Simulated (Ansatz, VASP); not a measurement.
## Tl: VASP beside Ansatz

The input POSCAR:

```
Tl
1.0
   -1.9559951750      1.9559951750      1.9559951750
    1.9559951750     -1.9559951750      1.9559951750
    1.9559951750      1.9559951750     -1.9559951750
Tl
1
Direct
    0.0000000000      0.0000000000      0.0000000000
```

File INCAR.step1:

```
SYSTEM = Tl
ALGO = Normal ; EDIFF = 1E-5
ENCUT = 440 ; GGA = PE
GGA_COMPAT = .False. ; ISIF = 2
ISMEAR = -1 ; LASPH = .True.
LCHARG = .False. ; LREAL = .False.
LWAVE = .True. ; NBANDS = 12
NELM = 120 ; PREC = Accurate
SIGMA = 0.1
```

Contents of INCAR.step2:

```
SYSTEM = Tl
AEXX = 0.5 ; ALGO = Normal
EDIFF = 1E-6 ; ENCUT = 440
GGA_COMPAT = .False. ; ISIF = 2
ISMEAR = -1 ; ISTART = 1
IVDW = 13 ; LASPH = .True.
LCHARG = .False. ; LHFCALC = .True.
LMIXTAU = .True. ; LREAL = .False.
LWAVE = .False. ; METAGGA = R2SCAN
NBANDS = 12 ; NELM = 120
PREC = Accurate ; PRECFOCK = Normal
SIGMA = 0.1 ; VDW_A1 = 0.4574
VDW_A2 = 5.8969 ; VDW_S6 = 1.0
VDW_S8 = 1.0471
```

File KPOINTS:

```
k-points
0
Gamma
  6 6 6
  0 0 0
```

The input input.yaml:

```yaml
crystal:
  lattice: { a: 3.91199035, b: 3.91199035, c: 3.91199035, alpha: 90.0, beta: 90.0, gamma: 90.0 }
  space_group: 229
  reduce_to_primitive: true
  atoms:
    - { symbol: Tl, wyckoff: "2a", position: [0.0, 0.0, 0.0] }
hamiltonian:
  xc: r2scan50
  pseudopotentials: { kind: paw, source: ansatz }
  dispersion: d4
kpoints:
  mp_grid: { grid: [6, 6, 6] }
scf:
  occupations: { method: fermi_dirac, width: 0.1 }
output:
  forces: true
  stress: true
  eigenvalues: true
```

Alike in both runs: task single point; functional r2SCAN50; dispersion D4; k mesh 6 × 6 × 6; occupations fermi-dirac, width 0.1 eV; no spin polarisation.

|  | VASP | Ansatz |
| --- | --- | --- |
| version | VASP 6.6.1 | Ansatz 0.2.0 |
| potentials or method | VASP PAW PBE potentials, release 64 (Tl_d) | Ansatz PAW earlier set |
| plane-wave cutoff (eV) | 440 | 460 |
| valence electrons in the cell | 13 | 21 |

VASP gave:

```
gap on the k mesh at the Fermi level (eV) : none
pressure (GPa)                            : -1.6
```

**Question.** Which values does Ansatz return?

**Answer.** gap on the k mesh at the Fermi level (eV): none; pressure (GPa): -1.4.

VASP's potentials were made for PBE, not for r2SCAN50. A gap of «none» marks a metal or a gap that the smearing closes. VASP's potentials hold 13 valence electrons a cell and Ansatz's 21, so a difference there can come from the potentials and not from the codes.

The k mesh is coarse, so the values compare programs but aren't converged. Neither program's run includes spin-orbit coupling.
